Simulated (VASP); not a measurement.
# VPt (P4/mmm) in VASP: a series of runs, part 2 of 3

VASP 6.6.1. The steps go on from the part before.

## Step 3: Vibrations by perturbation theory, LDA

This run uses another cell than the first one, of 13.07 Å³/atom.

File INCAR:

```
ALGO = Normal
EDIFF = 1E-8
ENCUT = 520
IBRION = 8
ISIF = 2
ISMEAR = -1
LASPH = True
LCHARG = False
LREAL = False
LWAVE = False
NBANDS = 18
NELM = 60
NSW = 1
PREC = Accurate
SIGMA = 0.15
```

File KPOINTS:

```
k-points
0
Gamma
  16 16 12
```

File POSCAR:

```
VPt
1.0
    2.6268595789      0.0000000000      0.0000000000
    0.0000000000      2.6268595789      0.0000000000
    0.0000000000      0.0000000000      3.7869646362
V Pt
1 1
Direct
    0.5000000000      0.5000000000      0.5000000000
    0.0000000000      0.0000000000      0.0000000000
```

Potentials or basis: VASP PAW LDA potentials, release 64 (V_sv, Pt).

Run with:

```
$ cat potpaw_LDA.64/V_sv/POTCAR potpaw_LDA.64/Pt/POTCAR > POTCAR
$ mpirun -np 1 vasp_std > vasp.out
```

OUTCAR:

```text
EDIFF = 1E-8
   ENCUT = 520
   IBRION = 8
   ISIF = 2
   ISMEAR = -1
   LASPH = True
   LREAL = False
   NELM = 60
   NSW = 1
   PREC = Accurate

 ion  position               nearest neighbor table
   1  0.500  0.500  0.500-   2 2.65   2 2.65   2 2.65   2 2.65   2 2.65   2 2.65   2 2.65   2 2.65

   2  0.000  0.000  0.000-   1 2.65   1 2.65   1 2.65   1 2.65   1 2.65   1 2.65   1 2.65   1 2.65

  LATTYP: Found a simple tetragonal cell.
 ALAT       =     2.6268595789
 C/A-ratio  =     1.4416319268

  Lattice vectors:

 A1 = (   2.6268595789,   0.0000000000,   0.0000000000)
 A2 = (   0.0000000000,   2.6268595789,   0.0000000000)
 A3 = (   0.0000000000,   0.0000000000,   3.7869646362)

Analysis of symmetry for initial positions (statically):
=====================================================================
 Subroutine PRICEL returns:
 Original cell was already a primitive cell.

 Routine SETGRP: Setting up the symmetry group for a
 simple tetragonal supercell.

 Subroutine GETGRP returns: Found 16 space group operations
 (whereof 16 operations were pure point group operations)
 out of a pool of 16 trial point group operations.

The static configuration has the point symmetry D_4h.

Analysis of symmetry for dynamics (positions and initial velocities):
=====================================================================
 Subroutine PRICEL returns:
 Original cell was already a primitive cell.

 Routine SETGRP: Setting up the symmetry group for a
 simple tetragonal supercell.

 Subroutine GETGRP returns: Found 16 space group operations
[... 690 lines left out ...]
    total drift:                               -0.000000      0.000000      0.000000

  FREE ENERGIE OF THE ION-ELECTRON SYSTEM (eV)
  ---------------------------------------------------
  free  energy   TOTEN  =       -18.6302569141 eV

  energy  without entropy=      -18.5171396684  energy(sigma->0) =      -18.57369829

[... ionic steps 2 to 3 ...]

--------------------------------------- Ionic step        4  -------------------------------------------

------------------------ aborting loop because EDIFF is reached ----------------------------------------
[... 11 lines left out ...]
[... ionic steps 8 to 8 ...]

--------------------------------------- Ionic step        9  -------------------------------------------

 Free energy of the ion-electron system (eV)
  ---------------------------------------------------
  ---------------------------------------------------
  free energy    TOTEN  =        -0.26780347 eV

  energy without entropy =       -0.26780349

------------------------ aborting loop because EDIFF is reached ----------------------------------------

 INTERNAL STRAIN TENSOR  FOR ION    2  DIRECTION 3   (eV/Angst):
 -----------------------------------------------------------------------------
     0.00154  0.00000  0.00000
     0.00000  0.00154  0.00000
     0.00000  0.00000 -0.01396

 INTERNAL STRAIN TENSOR FOR ION    2 for displacements in x,y,z  (eV/Angst):
          X           Y           Z          XY          YZ          ZX
  --------------------------------------------------------------------------------
  x     0.00000     0.00000     0.00000     0.00000     0.00000     0.00000
  y     0.00000     0.00000     0.00000     0.00000     0.00000     0.00000
  z     0.00000     0.00000     0.00000     0.00000     0.00000     0.00000

 SECOND DERIVATIVES (NOT SYMMETRIZED)
 ------------------------------------
               1X          1Y          1Z          2X          2Y          2Z
  1X    -5.547381    0.000000    0.000000    5.547381    0.000000    0.000000
  1Y     0.000000   -5.547381    0.000000    0.000000    5.547381    0.000000
  1Z     0.000000    0.000000   -9.995703   -0.000000   -0.000000    9.995703
  2X     5.530639    0.000000    0.000000   -5.530639    0.000000    0.000000
  2Y     0.000000    5.530639    0.000000    0.000000   -5.530639    0.000000
  2Z     0.000000    0.000000   10.001482    0.000000    0.000000  -10.001482

 Eigenvectors and eigenvalues of the dynamical matrix
 ----------------------------------------------------

   1 f  =    7.777310 THz    48.866277 2PiTHz  259.423121 cm-1    32.164353 meV
             X         Y         Z           dx          dy          dz
      1.313430  1.313430  1.893482     0.000000    0.000000    0.890419
      0.000000  0.000000  0.000000     0.000000    0.000000   -0.455142
[... 21 lines left out ...]
   6 f/i=    0.003543 THz     0.022264 2PiTHz    0.118195 cm-1     0.014654 meV
             X         Y         Z           dx          dy          dz
      1.313430  1.313430  1.893482    -0.454493    0.000000    0.000000
      0.000000  0.000000  0.000000    -0.890750    0.000000    0.000000

--------------------------------------------------------------------------------------------------------

 ELASTIC MODULI CONTR FROM IONIC RELAXATION (kBar)
 Direction    XX          YY          ZZ          XY          YZ          ZX
 --------------------------------------------------------------------------------
 XX           0.0000      0.0000      0.0000      0.0000      0.0000      0.0000
 YY           0.0000      0.0000      0.0000      0.0000      0.0000      0.0000
 ZZ           0.0000      0.0000      0.0000      0.0000      0.0000      0.0000
 XY           0.0000      0.0000      0.0000      0.0000      0.0000      0.0000
 YZ           0.0000      0.0000      0.0000      0.0000      0.0000      0.0000
 ZX           0.0000      0.0000      0.0000      0.0000      0.0000      0.0000
 --------------------------------------------------------------------------------
```

Wall time 8.4 min (1 thread of Intel Xeon 6975P-C (Granite Rapids), shared host); peak memory 0.87 GiB.

What came out:

| Property | Result |
| --- | --- |
| Highest phonon frequency at Γ | 259 cm⁻¹ |

Phonon frequencies in cm⁻¹ (negative: imaginary):
```tsv
q point	frequencies
(0.000, 0.000, 0.000)	0 0 0 193 193 259
```

Caveat: the cell stands under pressure or tension, which shifts response properties; spin-orbit coupling is left out, which moves the levels of the heavy elements.

## Step 4: Vibrations by perturbation theory, LDA (13.23 Å³/atom)

This run uses another cell than the first one, of 13.23 Å³/atom.

Edit INCAR of step 3 so:

```diff
@@ -3,2 +3,3 @@
 ENCUT = 520
+GGA = CA
 IBRION = 8
@@ -10,4 +11,3 @@
 LWAVE = False
-NBANDS = 18
-NELM = 60
+NELM = 80
 NSW = 1
```

KPOINTS is that of step 3.

File POSCAR:

```
VPt
1.0
    2.6375224454      0.0000000000      0.0000000000
    0.0000000000      2.6375224454      0.0000000000
    0.0000000000      0.0000000000      3.8037782096
V Pt
1 1
Direct
    0.5000000000      0.5000000000      0.5000000000
    0.0000000000      0.0000000000      0.0000000000
```

Potentials or basis: VASP PAW LDA potentials, release 64 (V_sv, Pt).

Run with:

```
$ cat potpaw_LDA.64/V_sv/POTCAR potpaw_LDA.64/Pt/POTCAR > POTCAR
$ mpirun -np 1 vasp_std > vasp.out
```

OUTCAR:

```text
EDIFF = 1E-8
   ENCUT = 520
   GGA = CA
   IBRION = 8
   ISIF = 2
   ISMEAR = -1
   LASPH = True
   LREAL = False
   NELM = 80
   NSW = 1
   PREC = Accurate

 ion  position               nearest neighbor table
   1  0.500  0.500  0.500-   2 2.66   2 2.66   2 2.66   2 2.66   2 2.66   2 2.66   2 2.66   2 2.66

   2  0.000  0.000  0.000-   1 2.66   1 2.66   1 2.66   1 2.66   1 2.66   1 2.66   1 2.66   1 2.66

  LATTYP: Found a simple tetragonal cell.
 ALAT       =     2.6375224454
 C/A-ratio  =     1.4421785173

  Lattice vectors:
[... 698 lines left out ...]
               1X          1Y          1Z          2X          2Y          2Z
  1X    -5.211900    0.000000    0.000000    5.211900    0.000000    0.000000
  1Y     0.000000   -5.211900    0.000000    0.000000    5.211900    0.000000
  1Z     0.000000    0.000000   -9.321839    0.000000    0.000000    9.321839
  2X     5.214791    0.000000    0.000000   -5.214791    0.000000    0.000000
  2Y     0.000000    5.214791    0.000000    0.000000   -5.214791    0.000000
  2Z     0.000000    0.000000    9.329175    0.000000    0.000000   -9.329175

 Eigenvectors and eigenvalues of the dynamical matrix
 ----------------------------------------------------

   1 f  =    7.510743 THz    47.191388 2PiTHz  250.531411 cm-1    31.061922 meV
             X         Y         Z           dx          dy          dz
      1.318761  1.318761  1.901889     0.000000    0.000000    0.890399
      0.000000  0.000000  0.000000     0.000000    0.000000   -0.455180
[... 21 lines left out ...]
   6 f/i=    0.001197 THz     0.007523 2PiTHz    0.039940 cm-1     0.004952 meV
             X         Y         Z           dx          dy          dz
      1.318761  1.318761  1.901889     0.000000    0.000000   -0.455180
      0.000000  0.000000  0.000000     0.000000    0.000000   -0.890399

--------------------------------------------------------------------------------------------------------

 ELASTIC MODULI CONTR FROM IONIC RELAXATION (kBar)
 Direction    XX          YY          ZZ          XY          YZ          ZX
 --------------------------------------------------------------------------------
 XX           0.0000      0.0000      0.0000      0.0000      0.0000      0.0000
 YY           0.0000      0.0000      0.0000      0.0000      0.0000      0.0000
 ZZ           0.0000      0.0000      0.0000      0.0000      0.0000      0.0000
 XY           0.0000      0.0000      0.0000      0.0000      0.0000      0.0000
 YZ           0.0000      0.0000      0.0000      0.0000      0.0000      0.0000
 ZX           0.0000      0.0000      0.0000      0.0000      0.0000      0.0000
 --------------------------------------------------------------------------------
```

stdout:

```text
POSCAR found type information on POSCAR V Pt
 POSCAR found :  2 types and       2 ions
 scaLAPACK will be used
 LDA part: xc-table for (Slater(with rela. corr.)+CA(PZ))
 , standard interpolation
 POSCAR, INCAR and KPOINTS ok, starting setup
 FFT: planning ... GRIDC
 FFT: planning ... GRID_SOFT
 FFT: planning ... GRID
 WAVECAR not read
 entering main loop
 Linear response reoptimize wavefunctions to high precision
 Linear response DOF=           4
 Linear response progress:
 first order change of Fermi-energy   0.34554E-03
 force on displaced ion       1 direction 1 :  -5.212   0.000   0.000
 Linear response progress:
 first order change of Fermi-energy   0.37494E-02
 force on displaced ion       1 direction 3 :   0.000   0.000  -9.322
 Linear response progress:
 first order change of Fermi-energy  -0.11072E-03
 force on displaced ion       2 direction 1 :  -5.215   0.000   0.000
 Linear response progress:
 first order change of Fermi-energy  -0.31683E-02
 force on displaced ion       2 direction 3 :   0.000   0.000  -9.329
 Linear response finished
```

It took 7.2 min on 1 thread of Intel Xeon 6975P-C (Granite Rapids), shared host; peak memory 0.58 GiB.

Results:

- Highest phonon frequency at Γ: 251 cm⁻¹

Phonon frequencies in cm⁻¹ (negative: imaginary):
```csv
q point,frequencies
"(0.000, 0.000, 0.000)",0 0 0 187 187 251
```

Caveat: the cell stands under pressure or tension, which shifts response properties; spin-orbit coupling is left out, which moves the levels of the heavy elements.

(Continued in part 3 of 3.)
